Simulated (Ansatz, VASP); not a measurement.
## Cd3Te2Se: VASP beside Ansatz

```
CELL_PARAMETERS angstrom
4.58006 0.00000 0.00000
-2.29003 3.96645 0.00000
0.00000 0.00000 22.48444
ATOMIC_POSITIONS crystal
Cd 0.33333 0.66667 0.00654
Cd 0.33333 0.66667 0.33357
Cd 0.33333 0.66667 0.66017
Cd 0.66667 0.33333 0.16017
Cd 0.66667 0.33333 0.50654
Cd 0.66667 0.33333 0.83357
Te 0.33333 0.66667 0.46081
Te 0.33333 0.66667 0.78790
Te 0.66667 0.33333 0.28790
Te 0.66667 0.33333 0.96081
Se 0.33333 0.66667 0.12602
Se 0.66667 0.33333 0.62602
```

Alike in both runs: task single point; functional PBE; k mesh 6 × 6 × 1; occupations gaussian, width 0.1 eV; no spin polarisation.

|  | VASP | Ansatz |
| --- | --- | --- |
| version | VASP 6.6.1 | Ansatz 0.2.0 |
| potentials or method | VASP PAW PBE potentials, release 64 (Cd, Te, Se), cutoff 520 eV | scalar-relativistic, plane waves, PAW |
| valence electrons in the cell | 108 | 216 |

Ansatz gave:

```
gap on the k mesh at the Fermi level (eV) : 0.26
least direct gap on the mesh (eV)         : 0.26
pressure (GPa)                            : 0.0
rms of the force components (eV/Å)        : 0.001
```

Problem. What did VASP give for the same quantities?

Solution. gap on the k mesh at the Fermi level (eV): 0.26; least direct gap on the mesh (eV): 0.26; pressure (GPa): 0.1; rms of the force components (eV/Å): 0.004.

Atom by atom the forces differ by 0.003 eV/Å (rms over components). VASP's potentials hold 108 valence electrons a cell and Ansatz's 216, so a difference there can come from the potentials and not from the codes.

Neither program's run includes spin-orbit coupling.
